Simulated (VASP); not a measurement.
# Si2C2Cl (P4/mbm) in VASP: single point with PBEsol

Aim: the single point of Si2C2Cl with PBEsol.

Program: VASP 6.6.1. These are calculated values, not measurements. Logs are shortened: lines on timing, memory, paths and dates and some standing lists are left out, and cuts for length are marked.

## Step 1: The cell of the first run

Symmetry: P4/mbm, No. 127, tetragonal system. Conventional cell: a = 5.859 Å, b = 5.859 Å, c = 4.174 Å, α = 90.00°, β = 90.00°, γ = 90.00°. Within 4.0 Å of Cl (site symmetry 4/m) lie 8 C at 3.03 Å and 8 Si at 3.08 Å. Within 2.2 Å of C (site symmetry m2m) lie 3 Si at 1.67 to 1.76 Å. Si (site symmetry m2m) has 3 C at 1.67 to 1.76 Å within 2.2 Å.

## Step 2: Single point, PBEsol

INCAR reads:

```
ALGO = Normal
EDIFF = 1E-6
ENCUT = 520
GGA = PS
ISIF = 2
ISMEAR = 0
LASPH = True
LCHARG = True
LELF = True
LREAL = False
LVHAR = True
LWAVE = False
NBANDS = 34
NELM = 80
PREC = Accurate
SIGMA = 0.2808
```

KPOINTS reads:

```
k-points
0
Gamma
  3 3 4
```

POSCAR reads:

```
Si2C2Cl
1.0
    5.8591380000      0.0000000000      0.0000000000
    0.0000000000      5.8591380000      0.0000000000
    0.0000000000      0.0000000000      4.1743020000
Cl C Si
2 4 4
Direct
    0.0000000000      0.0000000000      0.0000000000
    0.5000000000      0.5000000000      0.0000000000
    0.1600000000      0.6600000000      0.5000000000
    0.3400000000      0.1600000000      0.5000000000
    0.8400000000      0.3400000000      0.5000000000
    0.6600000000      0.8400000000      0.5000000000
    0.3610000000      0.8610000000      0.5000000000
    0.1390000000      0.3610000000      0.5000000000
    0.6390000000      0.1390000000      0.5000000000
    0.8610000000      0.6390000000      0.5000000000
```

Potentials or basis: VASP PAW PBE potentials, release 64 (Cl, C, Si).

Command:

```sh
$ cat potpaw_PBE.64/Cl/POTCAR potpaw_PBE.64/C/POTCAR potpaw_PBE.64/Si/POTCAR > POTCAR
$ mpirun -np 1 vasp_std > vasp.out
```

OUTCAR:

```text
EDIFF = 1E-6
   ENCUT = 520
   GGA = PS
   ISIF = 2
   ISMEAR = 0
   LASPH = True
   LREAL = False
   NELM = 80
   PREC = Accurate

 ion  position               nearest neighbor table
   1  0.000  0.000  0.000-
   2  0.500  0.500  0.000-
   3  0.160  0.660  0.500-   7 1.67   8 1.76  10 1.76
   4  0.340  0.160  0.500-   8 1.67   7 1.76   9 1.76
   5  0.840  0.340  0.500-   9 1.67   8 1.76  10 1.76
   6  0.660  0.840  0.500-  10 1.67   9 1.76   7 1.76
   7  0.361  0.861  0.500-   3 1.67   4 1.76   6 1.76   9 2.30
   8  0.139  0.361  0.500-   4 1.67   3 1.76   5 1.76  10 2.30
   9  0.639  0.139  0.500-   5 1.67   4 1.76   6 1.76   7 2.30
  10  0.861  0.639  0.500-   6 1.67   5 1.76   3 1.76   8 2.30

  LATTYP: Found a simple tetragonal cell.
 ALAT       =     5.8591380000
 C/A-ratio  =     0.7124430249

  Lattice vectors:

 A1 = (   5.8591380000,   0.0000000000,   0.0000000000)
 A2 = (   0.0000000000,   5.8591380000,   0.0000000000)
 A3 = (   0.0000000000,   0.0000000000,   4.1743020000)

Analysis of symmetry for initial positions (statically):
=====================================================================
 Subroutine PRICEL returns:
 Original cell was already a primitive cell.

 Routine SETGRP: Setting up the symmetry group for a
 simple tetragonal supercell.

 Subroutine GETGRP returns: Found 16 space group operations
 (whereof  8 operations were pure point group operations)
 out of a pool of 16 trial point group operations.

The static configuration has the point symmetry C_4h.
 The point group associated with its full space group is D_4h.

Analysis of symmetry for dynamics (positions and initial velocities):
=====================================================================
 Subroutine PRICEL returns:
 Original cell was already a primitive cell.

 Routine SETGRP: Setting up the symmetry group for a
 simple tetragonal supercell.

 Subroutine GETGRP returns: Found 16 space group operations
 (whereof  8 operations were pure point group operations)
 out of a pool of 16 trial point group operations.

The dynamic configuration has the point symmetry C_4h.
 The point group associated with its full space group is D_4h.

 Subroutine INISYM returns: Found 16 space group operations
 (whereof  8 operations are pure point group operations),
 and found     1 'primitive' translations

----------------------------------------------------------------------------------------

                                     Primitive cell

  volume of cell :     143.3017

  direct lattice vectors                    reciprocal lattice vectors
     5.859138000  0.000000000  0.000000000     0.170673570  0.000000000  0.000000000
     0.000000000  5.859138000  0.000000000     0.000000000  0.170673570  0.000000000
     0.000000000  0.000000000  4.174302000     0.000000000  0.000000000  0.239561009

  length of vectors
     5.859138000  5.859138000  4.174302000     0.170673570  0.170673570  0.239561009

  position of ions in fractional coordinates (direct lattice)
     0.000000000  0.000000000  0.000000000
     0.500000000  0.500000000  0.000000000
     0.160000000  0.660000000  0.500000000
     0.340000000  0.160000000  0.500000000
     0.840000000  0.340000000  0.500000000
     0.660000000  0.840000000  0.500000000
     0.361000000  0.861000000  0.500000000
     0.139000000  0.361000000  0.500000000
     0.639000000  0.139000000  0.500000000
     0.861000000  0.639000000  0.500000000

  ion indices of the primitive-cell ions
   primitive index   ion index
                 1           1
                 2           2
                 3           3
                 4           4
                 5           5
                 6           6
                 7           7
                 8           8
                 9           9
                10          10

----------------------------------------------------------------------------------------

 KPOINTS: k-points

Automatic generation of k-mesh.
 Grid dimensions read from file:
 generate k-points for:    3    3    4

 Generating k-lattice:

  Cartesian coordinates                     Fractional coordinates (reciprocal lattice)
     0.056891190  0.000000000  0.000000000     0.333333333  0.000000000  0.000000000
     0.000000000  0.056891190  0.000000000     0.000000000  0.333333333  0.000000000
     0.000000000  0.000000000  0.059890252     0.000000000  0.000000000  0.250000000

  Length of vectors
     0.056891190  0.056891190  0.059890252

  Shift w.r.t. Gamma in fractional coordinates (k-lattice)
     0.000000000  0.000000000  0.000000000

 Subroutine IBZKPT returns following result:
 ===========================================

 Found      9 irreducible k-points:

 Following reciprocal coordinates:
            Coordinates               Weight
  0.000000  0.000000  0.000000      1.000000
  0.333333  0.000000  0.000000      4.000000
  0.333333  0.333333  0.000000      4.000000
  0.000000  0.000000  0.250000      2.000000
  0.333333  0.000000  0.250000      8.000000
  0.333333  0.333333  0.250000      8.000000
  0.000000  0.000000  0.500000      1.000000
  0.333333  0.000000  0.500000      4.000000
  0.333333  0.333333  0.500000      4.000000
   k-points           NKPTS =      9   k-points in BZ     NKDIM =      9   number of bands    NBANDS=     34
   number of dos      NEDOS =    301   number of ions     NIONS =     10
   total plane-waves  NPLWV =  73728
   dimension x,y,z NGX =    48 NGY =   48 NGZ =   32
   dimension x,y,z NGXF=    96 NGYF=   96 NGZF=   64
   ions per type =               2   4   4
   NGX,Y,Z   is equivalent  to a cutoff of  13.62, 13.62, 12.74 a.u.
   NGXF,Y,Z  is equivalent  to a cutoff of  27.24, 27.24, 25.49 a.u.
 SYSTEM =  unknown system
   PREC   = accura    normal or accurate (medium, high low for compatibility)
   ISTART =      0    job   : 0-new  1-cont  2-samecut
   ICHARG =      2    charge: 1-file 2-atom 10-const
   ISPIN  =      1    spin polarized calculation?
   LNONCOLLINEAR =      F non collinear calculations
   LSORBIT =      F    spin-orbit coupling
   LASPH  =      T    aspherical Exc in radial PAW
   ENCUT  =  520.0 eV  38.22 Ry    6.18 a.u.  10.89 10.89  7.76*2*pi/ulx,y,z
   NELM   =     80;   NELMIN=  2; NELMDL= -5     # of ELM steps
   EDIFF  = 0.1E-05   stopping-criterion for ELM
   LREAL  =      F    real-space projection
   EDIFFG = 0.1E-04   stopping-criterion for IOM
   NSW    =      0    number of steps for IOM
   IBRION =     -1    ionic relax: 0-MD 1-quasi-New 2-CG
   NFREE  =      0    steps in history (QN), initial steepest desc. (CG)
   ISIF   =      2    stress and relaxation
   ISYM   =      2    0-nonsym 1-usesym 2-fastsym
   POTIM  = 0.5000    time-step for ionic-motion
   TEBEG  =    0.0;   TEEND  =   0.0 temperature during run
   PSTRESS=    0.0 pullay stress
   NELECT =      46.0000    total number of electrons
   NUPDOWN=      -1.0000    fix difference up-down
   EMIN   =  10.00;   EMAX   =-10.00  energy-range for DOS
   EFERMI =   0.00;   METHOD = LEGACY
   ISMEAR =     0;   SIGMA  =   0.28  broadening in eV -4-tet -1-fermi 0-gaus
   EFERMI_NEDOS =   21; number of points for ismear=-14 and -15
   IALGO  =     38    algorithm
   IMIX   =      4    mixing-type and parameters
     AMIX     =   0.40;   BMIX     =  1.00
     AMIX_MAG =   1.60;   BMIX_MAG =  1.00
  volume/ion in A,a.u.               =      14.33        96.70
  Fermi-wavevector in a.u.,A,eV,Ry     =   1.120926  2.118243 17.095386  1.256475
  Thomas-Fermi vector in A             =   2.257576
   LORBIT       =      0    0 simple, 1 ext, 2 COOP (PROOUT), +10 PAW based schemes
   GGA     = PS    functional components
   LHFCALC =     F    Hartree Fock is set to
   AEXX    =    0.0000 exact exchange contribution
   IVDW    =     0    specifies the selected vdW correction
   LEPSILON=     F    determine dielectric tensor
   LRPA    =     F    only Hartree local field effects (RPA)
 non-spin polarized calculation
 Gauss-broadening in eV      SIGMA  =   0.28
  energy-cutoff  :      520.00
  volume of cell :      143.30
 maximum number of plane-waves:      3880
 NGX is ok and might be reduce to    48
   NGX = 21   NGY = 21   NGZ = 15

 number of electron      45.9999996 magnetization

 Free energy of the ion-electron system (eV)
  ---------------------------------------------------
  ext. energy  EPLUGINS =         0.00000000
  ---------------------------------------------------
  free energy    TOTEN  =       -59.25577081 eV

  energy without entropy =      -59.06153482  energy(sigma->0) =      -59.15865281

 E-fermi :   4.8949     XC(G=0): -10.1040

 val. band max:        4.8398747495   @ k =   0.3333   0.3333   0.5000
 cond. band min:       4.9207031901   @ k =   0.3333   0.3333   0.2500
 fundamental gap:      0.0808284406
 Fermi energy:         4.8948614088

 k-point     1 :       0.0000    0.0000    0.0000
  band No.  band energies     occupation
      1     -10.7350      2.00000
      2      -9.5020      2.00000
      3      -8.5127      2.00000
      4      -8.1616      2.00000
      5      -6.6403      2.00000
      6      -6.6403      2.00000
[... 26 lines left out ...]
     33      11.8370      0.00000
     34      11.8535      0.00000

 k-point     2 :       0.3333    0.0000    0.0000
  band No.  band energies     occupation
      1     -10.4392      2.00000
      2      -9.7658      2.00000
      3      -8.6091      2.00000
      4      -8.6028      2.00000
      5      -6.3669      2.00000
      6      -6.0684      2.00000
[... 26 lines left out ...]
     33      11.6418      0.00000
     34      12.7935      0.00000

 k-point     3 :       0.3333    0.3333    0.0000
  band No.  band energies     occupation
      1     -10.1737      2.00000
      2      -9.7316      2.00000
      3      -8.9817      2.00000
      4      -8.8314      2.00000
      5      -6.3207      2.00000
      6      -6.0793      2.00000
[... 26 lines left out ...]
     33      12.2426      0.00000
     34      12.4766      0.00000

 k-point     4 :       0.0000    0.0000    0.2500
  band No.  band energies     occupation
      1     -10.4549      2.00000
      2      -9.4274      2.00000
      3      -8.8742      2.00000
      4      -8.1179      2.00000
      5      -6.5526      2.00000
      6      -6.5526      2.00000
[... 26 lines left out ...]
     33      12.0337      0.00000
     34      12.7034      0.00000

 k-point     5 :       0.3333    0.0000    0.2500
  band No.  band energies     occupation
      1     -10.1789      2.00000
      2      -9.6085      2.00000
      3      -8.8616      2.00000
      4      -8.6448      2.00000
      5      -6.3087      2.00000
      6      -6.0804      2.00000
[... 26 lines left out ...]
     33      11.8609      0.00000
     34      12.4864      0.00000

 k-point     6 :       0.3333    0.3333    0.2500
  band No.  band energies     occupation
      1      -9.9428      2.00000
      2      -9.5910      2.00000
      3      -8.9450      2.00000
      4      -8.9152      2.00000
      5      -6.5063      2.00000
      6      -6.2190      2.00000
[... 26 lines left out ...]
     33      12.6077      0.00000
     34      12.7595      0.00000

 k-point     7 :       0.0000    0.0000    0.5000
  band No.  band energies     occupation
      1      -9.8344      2.00000
      2      -9.5795      2.00000
      3      -9.3491      2.00000
      4      -8.0731      2.00000
      5      -6.4593      2.00000
      6      -6.4593      2.00000
[... 26 lines left out ...]
     33      12.2808      0.00000
     34      13.7049      0.00000

 k-point     8 :       0.3333    0.0000    0.5000
  band No.  band energies     occupation
      1      -9.5295      2.00000
      2      -9.5198      2.00000
      3      -9.4044      2.00000
      4      -8.7257      2.00000
      5      -6.2469      2.00000
      6      -6.1032      2.00000
[... 26 lines left out ...]
     33      11.8339      0.00000
     34      12.6794      0.00000

 k-point     9 :       0.3333    0.3333    0.5000
  band No.  band energies     occupation
      1      -9.4867      2.00000
      2      -9.4288      2.00000
      3      -9.2913      2.00000
      4      -8.8470      2.00000
      5      -6.7220      2.00000
      6      -6.3530      2.00000
[... 26 lines left out ...]
     33      12.7310      0.00000
     34      14.0270      0.00000

------------------------ aborting loop because EDIFF is reached ----------------------------------------

  FORCE on cell =-STRESS in cart. coord.  units (eV):
  Direction    XX          YY          ZZ          XY          YZ          ZX
  --------------------------------------------------------------------------------------
  -------------------------------------------------------------------------------------
  Total       23.3352159     23.3352159      7.0059899      0.0000000      0.0000000      0.0000000
  in kB      260.8982022    260.8982022     78.3301161      0.0000000      0.0000000      0.0000000
  external PRESSURE =     200.0421735 kB  Pullay stress =       0.0000000 kB

 VOLUME and BASIS-vectors are now :
 -----------------------------------------------------------------------------
  energy-cutoff  :      520.00
  volume of cell :      143.30
      direct lattice vectors                 reciprocal lattice vectors
     5.859138000  0.000000000  0.000000000     0.170673570  0.000000000  0.000000000
     0.000000000  5.859138000  0.000000000     0.000000000  0.170673570  0.000000000
     0.000000000  0.000000000  4.174302000     0.000000000  0.000000000  0.239561009

 POSITION                                       TOTAL-FORCE (eV/Angst)
 -----------------------------------------------------------------------------------
      0.00000      0.00000      0.00000        -0.000000     -0.000000      0.000000
      2.92957      2.92957      0.00000        -0.000000     -0.000000      0.000000
      0.93746      3.86703      2.08715        -2.047078     -2.047078      0.000000
      1.99211      0.93746      2.08715         2.047078     -2.047078     -0.000000
      4.92168      1.99211      2.08715         2.047078      2.047078     -0.000000
      3.86703      4.92168      2.08715        -2.047078      2.047078      0.000000
      2.11515      5.04472      2.08715         0.220310      0.220310      0.000000
      0.81442      2.11515      2.08715        -0.220310      0.220310      0.000000
      3.74399      0.81442      2.08715        -0.220310     -0.220310      0.000000
      5.04472      3.74399      2.08715         0.220310     -0.220310     -0.000000
 -----------------------------------------------------------------------------------
    total drift:                                0.000000      0.000000      0.000000

  FREE ENERGIE OF THE ION-ELECTRON SYSTEM (eV)
  ---------------------------------------------------
  free  energy   TOTEN  =       -59.2557708114 eV

  energy  without entropy=      -59.0615348178  energy(sigma->0) =      -59.15865281
```

It took 35 s on 1 thread of Intel Xeon Platinum 8488C (Sapphire Rapids), shared host; peak memory 0.26 GiB.

Results:

```
Free energy            : -59.2558 eV
Pressure               : 20.0 GPa
Largest force          : 2.895 eV/Å
Band gap on the k mesh : zero (band 23 reaches 5.71 eV, above the bottom of band 24 at 4.13 eV)
```

Forces in eV/Å, atoms in the order of the input:
```
Cl   0.000  0.000  0.000
Cl   0.000  0.000  0.000
C   -2.047 -2.047  0.000
C    2.047 -2.047  0.000
C    2.047  2.047  0.000
C   -2.047  2.047  0.000
Si   0.220  0.220  0.000
Si  -0.220  0.220  0.000
Si  -0.220 -0.220  0.000
Si   0.220 -0.220  0.000
```

Caveat: the k points lie up to 0.38 Å⁻¹ apart; the PAW data sets were made with another functional, which shifts forces and pressure a little.
